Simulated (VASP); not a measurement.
# Li2S (Fm-3m) in VASP: further runs, part 2 of 2

VASP 6.6.1. The steps go on from the part before.

## (4) Elastic constants, PBEsol

This run uses another cell than the first one, of 14.73 Å³/atom.

Contents of INCAR:

```
ALGO = Normal
EDIFF = 1E-8
ENCUT = 750
GGA = PS
GGA_COMPAT = F
IBRION = 6
ISIF = 3
ISMEAR = 0
LASPH = T
LCHARG = T
LREAL = F
LWAVE = F
NBANDS = 13
NELM = 120
NFREE = 2
NSW = 1
POTIM = 0.015
PREC = Accurate
SIGMA = 0.01
```

Contents of KPOINTS:

```
k-points
0
Gamma
  8 8 8
```

Contents of POSCAR:

```
Li2S
1.0
    0.0000000000      2.8058786473      2.8058786473
    2.8058786473      0.0000000000      2.8058786473
    2.8058786473      2.8058786473      0.0000000000
Li S
2 1
Direct
    0.2500000000      0.2500000000      0.2500000000
    0.7500000000      0.7500000000      0.7500000000
    0.0000000000      0.0000000000      0.0000000000
```

Potentials or basis: VASP PAW PBE potentials, release 64 (Li_sv, S).

Run with:

```sh
$ cat potpaw_PBE.64/Li_sv/POTCAR potpaw_PBE.64/S/POTCAR > POTCAR
$ mpirun -np 1 vasp_std > vasp.out
```

OUTCAR:

```text
EDIFF = 1E-8
   ENCUT = 750
   GGA = PS
   IBRION = 6
   ISIF = 3
   ISMEAR = 0
   LASPH = T
   LREAL = F
   NELM = 120
   NFREE = 2
   NSW = 1
   POTIM = 0.015
   PREC = Accurate

 ion  position               nearest neighbor table
   1  0.250  0.250  0.250-   3 2.43   3 2.43   3 2.43   3 2.43
   2  0.750  0.750  0.750-   3 2.43   3 2.43   3 2.43   3 2.43
   3  0.000  0.000  0.000-   2 2.43   2 2.43   2 2.43   1 2.43   2 2.43   1 2.43   1 2.43   1 2.43

  LATTYP: Found a face centered cubic cell.
 ALAT       =     5.6117572946

  Lattice vectors:

 A1 = (   0.0000000000,   2.8058786473,   2.8058786473)
 A2 = (   2.8058786473,   0.0000000000,   2.8058786473)
 A3 = (   2.8058786473,   2.8058786473,   0.0000000000)

Analysis of symmetry for initial positions (statically):
=====================================================================
 Subroutine PRICEL returns:
 Original cell was already a primitive cell.

 Routine SETGRP: Setting up the symmetry group for a
 face centered cubic supercell.

 Subroutine GETGRP returns: Found 48 space group operations
 (whereof 48 operations were pure point group operations)
 out of a pool of 48 trial point group operations.

The static configuration has the point symmetry O_h .

Analysis of symmetry for dynamics (positions and initial velocities):
=====================================================================
 Subroutine PRICEL returns:
 Original cell was already a primitive cell.

 Routine SETGRP: Setting up the symmetry group for a
 face centered cubic supercell.

 Subroutine GETGRP returns: Found 48 space group operations
 (whereof 48 operations were pure point group operations)
 out of a pool of 48 trial point group operations.

The dynamic configuration has the point symmetry O_h .

 Subroutine INISYM returns: Found 48 space group operations
 (whereof 48 operations are pure point group operations),
 and found     1 'primitive' translations

----------------------------------------------------------------------------------------

                                     Primitive cell

  volume of cell :      44.1811

  direct lattice vectors                    reciprocal lattice vectors
     0.000000000  2.805878647  2.805878647    -0.178197300  0.178197300  0.178197300
     2.805878647  0.000000000  2.805878647     0.178197300 -0.178197300  0.178197300
     2.805878647  2.805878647  0.000000000     0.178197300  0.178197300 -0.178197300

  length of vectors
     3.968111637  3.968111637  3.968111637     0.308646778  0.308646778  0.308646778

  position of ions in fractional coordinates (direct lattice)
     0.250000000  0.250000000  0.250000000
     0.750000000  0.750000000  0.750000000
     0.000000000  0.000000000  0.000000000

  ion indices of the primitive-cell ions
   primitive index   ion index
                 1           1
                 2           2
                 3           3
[... 314 lines left out ...]
  free energy    TOTEN  =       -12.37259946 eV

  energy without entropy =      -12.37259946  energy(sigma->0) =      -12.37259946

 E-fermi :   1.7945     XC(G=0):  -8.8143

 val. band max:        1.7001157129   @ k =   0.0000   0.0000   0.0000
 cond. band min:       4.8859749537   @ k =   0.5000   0.5000   0.0000
 fundamental gap:      3.1858592408
 Fermi energy:         1.7945221307

 k-point     1 :       0.0000    0.0000    0.0000
  band No.  band energies     occupation
      1     -41.7108      2.00000
      2     -41.6562      2.00000
      3      -9.4461      2.00000
      4       1.6994      2.00000
      5       1.6994      2.00000
      6       1.7001      2.00000
      7       6.0343      0.00000
      8       7.8659      0.00000
      9       7.8662      0.00000
     10       7.8662      0.00000
     11      12.9517      0.00000
     12      12.9534      0.00000
     13      14.1976      0.00000
[... 354 lines left out ...]
  band No.  band energies     occupation
      1     -41.6821      2.00000
      2     -41.6820      2.00000
      3      -8.8949      2.00000
      4      -1.0670      2.00000
      5       0.3674      2.00000
      6       0.7176      2.00000
      7       7.4805      0.00000
      8       8.3898      0.00000
      9      10.1351      0.00000
     10      10.8023      0.00000
     11      12.1742      0.00000
     12      13.5284      0.00000
     13      15.3268      0.00000

 [... further k-points ...]

------------------------ aborting loop because EDIFF is reached ----------------------------------------

  FORCE on cell =-STRESS in cart. coord.  units (eV):
  Direction    XX          YY          ZZ          XY          YZ          ZX
  --------------------------------------------------------------------------------------
  -------------------------------------------------------------------------------------
  Total        0.2756740      0.2771310      0.2771310      0.0000000      0.0000000      0.0000000
  in kB        9.9969997     10.0498368     10.0498368      0.0000000      0.0000000      0.0000000
  external PRESSURE =      10.0322245 kB  Pullay stress =       0.0000000 kB
[... 18 lines left out ...]
  FREE ENERGIE OF THE ION-ELECTRON SYSTEM (eV)
  ---------------------------------------------------
  free  energy   TOTEN  =       -12.3725994566 eV

  energy  without entropy=      -12.3725994566  energy(sigma->0) =      -12.37259946

 INTERNAL STRAIN TENSORS FROM STRAINED CELLS
 ============================================

 INTERNAL STRAIN TENSOR FOR ION    1 for displacements in x,y,z  (eV/Angst):
          X           Y           Z          XY          YZ          ZX
  --------------------------------------------------------------------------------
  x    -0.00000     0.00000     0.00000     0.00000    -1.65496     0.00000
  y    -0.00000    -0.00000     0.00000     0.00000    -0.00000    -1.65507
  z    -0.00000     0.00000     0.00000    -1.65520    -0.00000     0.00000

 INTERNAL STRAIN TENSORS FROM DISPLACED ATOMS
 ============================================

 INTERNAL STRAIN TENSOR FOR ION    1 for displacements in x,y,z  (eV/Angst):
          X           Y           Z          XY          YZ          ZX
  --------------------------------------------------------------------------------
  x    -0.00000    -0.00000    -0.00000     0.00000    -1.65439     0.00000
  y    -0.00000     0.00000    -0.00000     0.00000     0.00000    -1.65439
  z    -0.00000    -0.00000    -0.00000    -1.65439     0.00000     0.00000

 INTERNAL STRAIN TENSOR FOR ION    3 for displacements in x,y,z  (eV/Angst):
          X           Y           Z          XY          YZ          ZX
  --------------------------------------------------------------------------------
  x     0.00000     0.00000     0.00000     0.00000     0.00000     0.00000
  y     0.00000     0.00000     0.00000     0.00000     0.00000     0.00000
  z     0.00000     0.00000     0.00000     0.00000     0.00000     0.00000

 Eigenvectors and eigenvalues of the dynamical matrix
 ----------------------------------------------------

   1 f  =   11.852799 THz    74.473331 2PiTHz  395.366811 cm-1    49.019215 meV
             X         Y         Z           dx          dy          dz
      1.402939  1.402939  1.402939     0.312915    0.465021    0.431091
      4.208818  4.208818  4.208818    -0.312915   -0.465021   -0.431091
      0.000000  0.000000  0.000000     0.000000   -0.000000    0.000000
[... 43 lines left out ...]
   9 f/i=    0.004308 THz     0.027070 2PiTHz    0.143709 cm-1     0.017818 meV
             X         Y         Z           dx          dy          dz
      1.402939  1.402939  1.402939     0.389729   -0.019896    0.003393
      4.208818  4.208818  4.208818     0.389729   -0.019896    0.003393
      0.000000  0.000000  0.000000     0.832796   -0.042515    0.007249

--------------------------------------------------------------------------------------------------------

 ELASTIC MODULI CONTR FROM IONIC RELAXATION (kBar)
 Direction    XX          YY          ZZ          XY          YZ          ZX
 --------------------------------------------------------------------------------
 XX          -0.0000     -0.0000     -0.0000     -0.0000     -0.0000     -0.0000
 YY          -0.0000     -0.0000     -0.0000     -0.0000     -0.0000      0.0000
 ZZ          -0.0000     -0.0000     -0.0000     -0.0000     -0.0000     -0.0000
 XY          -0.0000     -0.0000     -0.0000    -49.2631     -0.0000     -0.0000
 YZ          -0.0000     -0.0000     -0.0000     -0.0000    -49.2631      0.0000
 ZX          -0.0000      0.0000     -0.0000     -0.0000      0.0000    -49.2631
 --------------------------------------------------------------------------------

 TOTAL ELASTIC MODULI (kBar)
 Direction    XX          YY          ZZ          XY          YZ          ZX
 --------------------------------------------------------------------------------
 XX         905.8244    233.3802    233.3802     -0.0000      0.0000     -0.0000
 YY         233.3802    905.8244    233.3802     -0.0000     -0.0000      0.0000
 ZZ         233.3802    233.3802    905.8244      0.0000      0.0000     -0.0000
 XY          -0.0000     -0.0000      0.0000    364.1303     -0.0000     -0.0000
 YZ           0.0000     -0.0000      0.0000     -0.0000    364.1303      0.0000
 ZX          -0.0000      0.0000     -0.0000     -0.0000      0.0000    364.1303
 --------------------------------------------------------------------------------
```

stdout:

```text
POSCAR found type information on POSCAR LiS
 POSCAR found :  2 types and       3 ions
 scaLAPACK will be used
 -----------------------------------------------------------------------------
|                                                                             |
|                                                                             |
|     You enforced a specific xc type in the INCAR file but a different       |
|     I HOPE YOU KNOW WHAT YOU ARE DOING!                                     |
[... 32 lines left out ...]
 Finite differences progress:
 bond charge predicted
 Finite differences progress:
 bond charge predicted
 Finite differences progress:
 bond charge predicted
 Finite differences progress:
 bond charge predicted
 Finite differences progress:
 bond charge predicted
 Finite differences progress:
 bond charge predicted
 Finite differences progress:
```

Wall time 23 min (1 thread of Intel Xeon Platinum 8259CL at 2.50GHz (Skylake/Cascade Lake), shared host); peak memory 0.37 GiB.

Results:

- Elastic constants C11, C12, C44: 91, 23, 36 GPa
- Voigt bulk modulus: 46 GPa
- Highest phonon frequency at Γ, LO-TO splitting left out: 395 cm⁻¹

Phonon frequencies in cm⁻¹ (negative: imaginary):
```csv
q point,frequencies
"(0.000, 0.000, 0.000)",0 0 0 350 350 350 395 395 395
```

Elastic tensor in Voigt notation (GPa, in the Cartesian axes of the cell as first typed):
```
91 23 23  0  0  0
23 91 23  0  0  0
23 23 91  0  0  0
 0  0  0 36  0  0
 0  0  0  0 36  0
 0  0  0  0  0 36
```

Clamped-ion elastic tensor (GPa):
```
91 23 23  0  0  0
23 91 23  0  0  0
23 23 91  0  0  0
 0  0  0 41  0  0
 0  0  0  0 41  0
 0  0  0  0  0 41
```

Caveat: the PAW data sets were made with another functional, which shifts forces and pressure a little.
